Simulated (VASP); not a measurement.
A run of VASP 6.6.1:

File INCAR:

```
SYSTEM = Si7IrC8
  PREC = Accurate
  ENCUT = 520
  EDIFF = 1E-7
  ISMEAR = 0
  SIGMA = 0.05
  LREAL = Auto
  LASPH = .TRUE.
  NELM = 150
  ALGO = Normal
  ISIF = 2
  LWAVE = .FALSE.
  LCHARG = .TRUE.
  ISPIN = 2
  MAGMOM = 5 0 0 0 0 0 0 0 0 0 0 0 0 0 0 0
  LORBIT = 11
  LMAXMIX = 4
  LDAU = .TRUE.
  LDAUTYPE = 2
  LDAUL = 2 -1 -1
  LDAUU = 2 0 0
  LDAUJ = 0 0 0
  LDAUPRINT = 1
  GGA = PS
  LELF = .TRUE.
  LVHAR = .TRUE.
  NBANDS = 52
```

KPOINTS

```
regular mesh
0
G
  3 3 3
  0 0 0
```

POSCAR

```
Si7IrC8
1.0
    0.0000000000      4.3580000000      4.3580000000
    4.3580000000      0.0000000000      4.3580000000
    4.3580000000      4.3580000000      0.0000000000
Ir Si C
1 7 8
Direct
   -0.0004246547      0.0015029427      0.0002304330
   -0.0027567883     -0.0008718506      0.5026085574
   -0.0027523330      0.5038336408     -0.0020743999
   -0.0027650960      0.5038520296      0.5026087530
    0.5019457938     -0.0008768033     -0.0020956080
    0.5019447786     -0.0008600774      0.5026099872
    0.5019433348      0.5038529042     -0.0020901763
    0.4995853849      0.5014797556      0.5002705410
    0.1307385745      0.1326082100      0.1314138806
    0.1307345834      0.1326487794      0.6067902540
    0.1307592649      0.6080510207      0.1314134385
    0.1252109670      0.6262714315      0.6250705193
    0.6061283077      0.1326557125      0.1313956722
    0.6243869961      0.1271006901      0.6250546378
    0.6243956051      0.6262689277      0.1258969545
    0.6243809936      0.6262861798      0.6250538731
```

Potentials or basis: VASP PAW PBE potentials, release 64 (Ir, Si, C).

The run is started by

```sh
$ cat potpaw_PBE.64/Ir/POTCAR potpaw_PBE.64/Si/POTCAR potpaw_PBE.64/C/POTCAR > POTCAR
$ mpirun -np 1 vasp_std > vasp.out
```

Hardware: 1 thread of AMD EPYC 7R43 64-Core Processor (Zen 3), on a shared host.

Estimate the wall time of this run.

Wall time 9.1 min on 1 thread of AMD EPYC 7R43 64-Core Processor (Zen 3) (shared host), peak memory 0.45 GiB. Counts: scf iterations 20, k points 14.
